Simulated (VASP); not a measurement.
# SnSe (Cmcm) in VASP: a series of runs, part 3 of 3

VASP 6.6.1. The steps go on from the part before.

## 6. Single point, PBE+D3(BJ)

This run uses another cell than the first one, of 25.86 Å³/atom, 0.950 times its volume.

INCAR reads:

```
  ALGO = Normal
  EDIFF = 1E-6
  ENCUT = 520
  GGA = PE
  ISIF = 2
  ISMEAR = 0
  IVDW = 12
  LASPH = T
  LCHARG = F
  LREAL = F
  LWAVE = F
  NBANDS = 28
  NELM = 60
  PREC = Accurate
  SIGMA = 0.01
```

KPOINTS reads:

```
k-points
0
Gamma
  10 10 8
```

POSCAR reads:

```
SnSe
1.0
    2.1152890379     -5.7881885231      0.0000000000
    2.1152890379      5.7881885231      0.0000000000
    0.0000000000      0.0000000000      4.2244215204
Sn Se
2 2
Direct
    0.8773984471      0.1226015529      0.2500000000
    0.1226015529      0.8773984471      0.7500000000
    0.6413992651      0.3586007349      0.2500000000
    0.3586007349      0.6413992651      0.7500000000
```

Potentials or basis: VASP PAW PBE potentials, release 64 (Sn_d, Se).

The run is started by

```
> cat potpaw_PBE.64/Sn_d/POTCAR potpaw_PBE.64/Se/POTCAR > POTCAR
> mpirun -np 1 vasp_std > vasp.out
```

OUTCAR:

```text
EDIFF = 1E-6
   ENCUT = 520
   GGA = PE
   ISIF = 2
   ISMEAR = 0
   IVDW = 12
   LASPH = T
   LREAL = F
   NELM = 60
   PREC = Accurate
 IVDW          = 12

 ion  position               nearest neighbor table
   1  0.877  0.123  0.250-   3 2.73   4 3.00   4 3.00   4 3.00   4 3.00   2 3.54   2 3.54
   2  0.123  0.877  0.750-   4 2.73   3 3.00   3 3.00   3 3.00   3 3.00   1 3.54   1 3.54
   3  0.641  0.359  0.250-   1 2.73   2 3.00   2 3.00   2 3.00   2 3.00
   4  0.359  0.641  0.750-   2 2.73   1 3.00   1 3.00   1 3.00   1 3.00

  LATTYP: Found a base centered orthorhombic cell.
 ALAT       =     4.2305780758
 B/A-ratio  =     2.7363582089
 C/A-ratio  =     0.9985447484

  Lattice vectors:

 A1 = (   2.1152890379,  -5.7881885231,   0.0000000000)
 A2 = (   2.1152890379,   5.7881885231,   0.0000000000)
 A3 = (   0.0000000000,   0.0000000000,   4.2244215204)

Analysis of symmetry for initial positions (statically):
=====================================================================
 Subroutine PRICEL returns:
 Original cell was already a primitive cell.

 Routine SETGRP: Setting up the symmetry group for a
 base centered orthorhombic supercell.

 Subroutine GETGRP returns: Found  8 space group operations
 (whereof  4 operations were pure point group operations)
 out of a pool of  8 trial point group operations.

The static configuration has the point symmetry C_2h.
 The point group associated with its full space group is D_2h.

Analysis of symmetry for dynamics (positions and initial velocities):
=====================================================================
 Subroutine PRICEL returns:
 Original cell was already a primitive cell.

 Routine SETGRP: Setting up the symmetry group for a
 base centered orthorhombic supercell.

 Subroutine GETGRP returns: Found  8 space group operations
 (whereof  4 operations were pure point group operations)
 out of a pool of  8 trial point group operations.

The dynamic configuration has the point symmetry C_2h.
 The point group associated with its full space group is D_2h.

 Subroutine INISYM returns: Found  8 space group operations
 (whereof  4 operations are pure point group operations),
 and found     1 'primitive' translations

----------------------------------------------------------------------------------------

                                     Primitive cell

  volume of cell :     103.4450

  direct lattice vectors                    reciprocal lattice vectors
     2.115289038 -5.788188523  0.000000000     0.236374316 -0.086382812  0.000000000
     2.115289038  5.788188523  0.000000000     0.236374316  0.086382812  0.000000000
     0.000000000  0.000000000  4.224421520     0.000000000  0.000000000  0.236718802

  length of vectors
     6.162594753  6.162594753  4.224421520     0.251664077  0.251664077  0.236718802

  position of ions in fractional coordinates (direct lattice)
     0.877398447  0.122601553  0.250000000
     0.122601553  0.877398447  0.750000000
     0.641399265  0.358600735  0.250000000
     0.358600735  0.641399265  0.750000000

  ion indices of the primitive-cell ions
   primitive index   ion index
                 1           1
                 2           2
                 3           3
                 4           4

----------------------------------------------------------------------------------------

 KPOINTS: k-points

Automatic generation of k-mesh.
 Grid dimensions read from file:
 generate k-points for:   10   10    8

 Generating k-lattice:

  Cartesian coordinates                     Fractional coordinates (reciprocal lattice)
     0.023637432 -0.008638281  0.000000000     0.100000000  0.000000000  0.000000000
     0.023637432  0.008638281  0.000000000     0.000000000  0.100000000  0.000000000
     0.000000000  0.000000000  0.029589850     0.000000000  0.000000000  0.125000000

  Length of vectors
     0.025166408  0.025166408  0.029589850

  Shift w.r.t. Gamma in fractional coordinates (k-lattice)
     0.000000000  0.000000000  0.000000000

 Subroutine IBZKPT returns following result:
 ===========================================

 Found    155 irreducible k-points:

 Following reciprocal coordinates:
            Coordinates               Weight
  0.000000  0.000000  0.000000      1.000000
  0.100000  0.000000  0.000000      4.000000
  0.200000  0.000000  0.000000      4.000000
  0.300000 -0.000000  0.000000      4.000000
  0.400000  0.000000  0.000000      4.000000
  0.500000  0.000000  0.000000      2.000000
[... 16 lines left out ...]
  0.300000  0.300000  0.000000      2.000000
  0.400000  0.300000  0.000000      4.000000
 [... further k-points ...]
   k-points           NKPTS =    155   k-points in BZ     NKDIM =    155   number of bands    NBANDS=     28
   number of dos      NEDOS =    301   number of ions     NIONS =      4
   total plane-waves  NPLWV =  73728
   dimension x,y,z NGX =    48 NGY =   48 NGZ =   32
   dimension x,y,z NGXF=    96 NGYF=   96 NGZF=   64
   ions per type =               2   2
   NGX,Y,Z   is equivalent  to a cutoff of  12.95, 12.95, 12.59 a.u.
   NGXF,Y,Z  is equivalent  to a cutoff of  25.90, 25.90, 25.19 a.u.
 SYSTEM =  unknown system
   PREC   = accura    normal or accurate (medium, high low for compatibility)
   ISTART =      0    job   : 0-new  1-cont  2-samecut
   ICHARG =      2    charge: 1-file 2-atom 10-const
   ISPIN  =      1    spin polarized calculation?
   LNONCOLLINEAR =      F non collinear calculations
   LSORBIT =      F    spin-orbit coupling
   LASPH  =      T    aspherical Exc in radial PAW
   ENCUT  =  520.0 eV  38.22 Ry    6.18 a.u.  11.46 11.46  7.85*2*pi/ulx,y,z
   NELM   =     60;   NELMIN=  2; NELMDL= -5     # of ELM steps
   EDIFF  = 0.1E-05   stopping-criterion for ELM
   LREAL  =      F    real-space projection
[... 7 lines left out ...]
   TEBEG  =    0.0;   TEEND  =   0.0 temperature during run
   PSTRESS=    0.0 pullay stress
   NELECT =      40.0000    total number of electrons
   NUPDOWN=      -1.0000    fix difference up-down
   EMIN   =  10.00;   EMAX   =-10.00  energy-range for DOS
   EFERMI =   0.00;   METHOD = LEGACY
   ISMEAR =     0;   SIGMA  =   0.01  broadening in eV -4-tet -1-fermi 0-gaus
   EFERMI_NEDOS =   21; number of points for ismear=-14 and -15
   IALGO  =     38    algorithm
   IMIX   =      4    mixing-type and parameters
     AMIX     =   0.40;   BMIX     =  1.00
     AMIX_MAG =   1.60;   BMIX_MAG =  1.00
  volume/ion in A,a.u.               =      25.86       174.52
  Fermi-wavevector in a.u.,A,eV,Ry     =   1.192683  2.253844 19.354182  1.422492
  Thomas-Fermi vector in A             =   2.328715
   LORBIT       =      0    0 simple, 1 ext, 2 COOP (PROOUT), +10 PAW based schemes
   GGA     = PE    functional components
   LHFCALC =     F    Hartree Fock is set to
   AEXX    =    0.0000 exact exchange contribution
   IVDW    =    12    specifies the selected vdW correction
   LEPSILON=     F    determine dielectric tensor
   LRPA    =     F    only Hartree local field effects (RPA)
 non-spin polarized calculation
 Gauss-broadening in eV      SIGMA  =   0.01
  energy-cutoff  :      520.00
  volume of cell :      103.45
 maximum number of plane-waves:      2818
 NGX is ok and might be reduce to    48
   NGX = 23   NGY = 23   NGZ = 15

 number of electron      39.9999997 magnetization

 Free energy of the ion-electron system (eV)
  ---------------------------------------------------
  ext. energy  EPLUGINS =         0.00000000
  ---------------------------------------------------
  free energy    TOTEN  =       -16.34623644 eV

  energy without entropy =      -16.34623644  energy(sigma->0) =      -16.34623644

 E-fermi :   5.8716     XC(G=0):  -9.8773

 val. band max:        5.8183614577   @ k =   0.3000   0.1000   0.0000
 cond. band min:       6.1058583152   @ k =   0.5000   0.5000   0.0000
 fundamental gap:      0.2874968575
 Fermi energy:         5.8716237495

 k-point     1 :       0.0000    0.0000    0.0000
  band No.  band energies     occupation
      1     -15.6046      2.00000
      2     -15.6032      2.00000
      3     -15.5906      2.00000
      4     -15.5875      2.00000
      5     -15.5838      2.00000
      6     -15.5774      2.00000
[... 20 lines left out ...]
     27      11.1995      0.00000
[... 691 lines left out ...]
      6     -15.5672      2.00000
[... 20 lines left out ...]
     27      11.6671      0.00000
     28      13.5594      0.00000

 [... further k-points ...]

------------------------ aborting loop because EDIFF is reached ----------------------------------------

 Edisp (eV)   -1.49471

 E8    (eV) :    -0.6736

  FORCE on cell =-STRESS in cart. coord.  units (eV):
  Direction    XX          YY          ZZ          XY          YZ          ZX
  --------------------------------------------------------------------------------------
  -------------------------------------------------------------------------------------
  Total       0.00563     0.01984    -0.00438     0.00000     0.00000     0.00000
  in kB       0.08721     0.30725    -0.06789     0.00000     0.00000     0.00000
  external pressure =        0.11 kB  Pullay stress =        0.00 kB

 VOLUME and BASIS-vectors are now :
 -----------------------------------------------------------------------------
  energy-cutoff  :      520.00
  volume of cell :      103.45
      direct lattice vectors                 reciprocal lattice vectors
     2.115289038 -5.788188523  0.000000000     0.236374316 -0.086382812  0.000000000
     2.115289038  5.788188523  0.000000000     0.236374316  0.086382812  0.000000000
     0.000000000  0.000000000  4.224421520     0.000000000  0.000000000  0.236718802

 POSITION                                       TOTAL-FORCE (eV/Angst)
 -----------------------------------------------------------------------------------
      2.11529     -4.36891      1.05611         0.000000     -0.011847      0.000000
      2.11529      4.36891      3.16832         0.000000      0.011847     -0.000000
      2.11529     -1.63689      1.05611         0.000000      0.009183     -0.000000
      2.11529      1.63689      3.16832         0.000000     -0.009183     -0.000000
 -----------------------------------------------------------------------------------
    total drift:                               -0.000000      0.000000      0.000000

  FREE ENERGIE OF THE ION-ELECTRON SYSTEM (eV)
  ---------------------------------------------------
  free  energy   TOTEN  =       -17.8409414626 eV

  energy  without entropy=      -17.8409414626  energy(sigma->0) =      -17.84094146
```

stdout:

```text
POSCAR found type information on POSCAR SnSe
 POSCAR found :  2 types and       4 ions
 scaLAPACK will be used
 LDA part: xc-table for (Slater+PW92), standard interpolation
 POSCAR, INCAR and KPOINTS ok, starting setup
 FFT: planning ... GRIDC
 FFT: planning ... GRID_SOFT
 FFT: planning ... GRID
 WAVECAR not read
 entering main loop
```

It took 8.4 min on 1 thread of Oxide Virtual Turin-like, shared host; peak memory 0.5 GiB.

What came out:

| Item | Value |
| --- | --- |
| Free energy | -17.8409 eV |
| Pressure | 0.0 GPa |
| Largest force | 0.012 eV/Å |
| Band gap on the k mesh | 0.29 eV, indirect (least direct gap 0.66 eV) |
| Dispersion energy per atom | -0.374 eV |

Forces in eV/Å, atoms in the order of the input:
```
Sn   0.000 -0.012  0.000
Sn   0.000  0.012  0.000
Se   0.000  0.009  0.000
Se   0.000 -0.009  0.000
```

Caveat: spin-orbit coupling is left out, which moves the levels of the heavy elements. A k mesh can miss the band edges.

## 7. Summary

```csv
cell,k mesh,smearing,gap on the mesh (eV),pressure (GPa),largest force (eV/Å)
"a = 6.237, b = 6.237, c = 4.318 Å, angles 90.0, 90.0, 139.6°, 4 atoms",4 × 4 × 4,gaussian 0.1 eV,0.66,-2.7,0.28
"a = 6.468, b = 6.468, c = 4.326 Å, angles 90.0, 90.0, 141.0°, 4 atoms",10 × 10 × 8,gaussian 0.01 eV,0.44,-2.3,0.01
"a = 6.001, b = 6.001, c = 4.147 Å, angles 90.0, 90.0, 139.4°, 4 atoms",10 × 10 × 8,gaussian 0.01 eV,0.10,3.0,0.02
"a = 6.079, b = 6.079, c = 4.188 Å, angles 90.0, 90.0, 139.6°, 4 atoms",10 × 10 × 8,gaussian 0.01 eV,0.21,1.4,0.02
"a = 6.163, b = 6.163, c = 4.224 Å, angles 90.0, 90.0, 139.9°, 4 atoms",10 × 10 × 8,gaussian 0.01 eV,0.29,0.0,0.01
```

Alike in all rows: task single point; level PBE+D3(BJ); potentials or basis VASP PAW PBE potentials, release 64 (Sn_d, Se); no spin polarisation; cutoff (eV) 520.

Caveats: spin-orbit coupling is left out, which moves the levels of the heavy elements.

Total energies depend on the potentials used, so only differences within one code and one set of settings carry meaning.
